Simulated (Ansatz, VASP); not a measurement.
## Two plane-wave programs on Ag4O3

```
CELL_PARAMETERS angstrom
4.87367 0.00000 0.00000
0.00000 4.87367 0.00000
0.00000 0.00000 4.87367
ATOMIC_POSITIONS crystal
Ag 0.72069 0.72069 0.72069
Ag 0.27931 0.27931 0.72069
Ag 0.27931 0.72069 0.27931
Ag 0.72069 0.27931 0.27931
O 0.00000 0.00000 0.50000
O 0.50000 0.00000 0.00000
O 0.00000 0.50000 0.00000
```

Change from the starting cell: species swapped into the Ge3As4 type (P-43m, No. 215).

Alike in both runs: task single point; functional PBE; k mesh 4 × 4 × 4; occupations gaussian, width 0.1 eV; no spin polarisation.

|  | VASP | Ansatz |
| --- | --- | --- |
| version | VASP 6.6.1 | Ansatz 0.2.0 |
| potentials or method | VASP PAW PBE potentials, release 64 (Ag, O), cutoff 520 eV | scalar-relativistic, plane waves, PAW |
| valence electrons in the cell | 62 | 94 |

Ansatz gave:

| Item | Value |
| --- | --- |
| gap on the k mesh at the Fermi level (eV) | none |
| pressure (GPa) | -2.8 |
| rms of the force components (eV/Å) | 0.034 |

Q: Which values does VASP return?

A: gap on the k mesh at the Fermi level (eV): none; pressure (GPa): -2.8; rms of the force components (eV/Å): 0.030.

Atom by atom the forces differ by 0.004 eV/Å (rms over components). A gap of «none» marks a metal or a gap that the smearing closes. VASP's potentials hold 62 valence electrons a cell and Ansatz's 94, so a difference there can come from the potentials and not from the codes.
